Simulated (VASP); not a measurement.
Wanted: the native input for a VASP 6.6.1 run.

- Task: density of states
- Functional: PBE
- Potentials or basis: VASP PAW PBE potentials, release 64 (Ag, O)
- Cutoff: 520 eV
- k mesh: 8 × 8 × 8
- Occupations: gaussian, width 0.1 eV
- Spin: no spin polarisation
- Dipole correction: no
- k mesh for the DOS: 12 × 12 × 12
- Occupations for the DOS: tetrahedron
- Further INCAR settings: ALGO = Normal; EDIFF = 1e-06; NBANDS = 37

Ag2O:

```
Ag O
1.0
     4.81198    0.00000    0.00000
     0.00000    4.81198    0.00000
     0.00000    0.00000    4.81198
Ag O
4 2
Direct
  0.25000 0.25000 0.25000
  0.25000 0.75000 0.75000
  0.75000 0.75000 0.25000
  0.75000 0.25000 0.75000
  0.00000 0.00000 0.00000
  0.50000 0.50000 0.50000
```

The input as run:

POSCAR

```
Ag2O
1.0
    4.8119826195      0.0000000000      0.0000000000
    0.0000000000      4.8119826195      0.0000000000
    0.0000000000      0.0000000000      4.8119826195
Ag O
4 2
Direct
    0.2500000000      0.2500000000      0.2500000000
    0.2500000000      0.7500000000      0.7500000000
    0.7500000000      0.7500000000      0.2500000000
    0.7500000000      0.2500000000      0.7500000000
    0.0000000000      0.0000000000      0.0000000000
    0.5000000000      0.5000000000      0.5000000000
```

INCAR.step1

```
  PREC = Accurate
  ENCUT = 520
  EDIFF = 1E-6
  ISMEAR = 0
  SIGMA = 0.1
  LREAL = False
  LASPH = True
  NELM = 120
  ALGO = Normal
  ISIF = 2
  LWAVE = False
  LCHARG = True
  LMAXMIX = 4
  GGA = PE
  NBANDS = 37
  GGA_COMPAT = False
  NEDOS = 2001
  LORBIT = 11
```

KPOINTS.step1

```
Automatic mesh
0
Gamma
  8 8 8
```

INCAR.step2

```
  PREC = Accurate
  ENCUT = 520
  EDIFF = 1E-6
  ISMEAR = -5
  SIGMA = 0.1
  LREAL = False
  LASPH = True
  NELM = 120
  ALGO = Normal
  ISIF = 2
  LWAVE = False
  LCHARG = False
  LMAXMIX = 4
  GGA = PE
  LORBIT = 10
  NBANDS = 37
  NEDOS = 1001
  ICHARG = 11
  GGA_COMPAT = False
```

KPOINTS.step2

```
Automatic mesh
0
Gamma
  12 12 12
```

Potentials or basis: VASP PAW PBE potentials, release 64 (Ag, O).

Run with:

```bash
$ cat potpaw_PBE.64/Ag/POTCAR potpaw_PBE.64/O/POTCAR > POTCAR
$ cp INCAR.step1 INCAR
$ cp KPOINTS.step1 KPOINTS
$ mpirun -np 1 vasp_std > vasp.out
$ cp INCAR.step2 INCAR
$ cp KPOINTS.step2 KPOINTS
$ mpirun -np 1 vasp_std > vasp.out
```

Results of the run:

The valence electrons inside the program's atomic spheres are Ag 9.79; O 4.93.

Wall time 110 s on 1 thread of Intel(R) Xeon(R) 6975P-C (Granite Rapids) (shared host), peak memory 0.38 GiB.
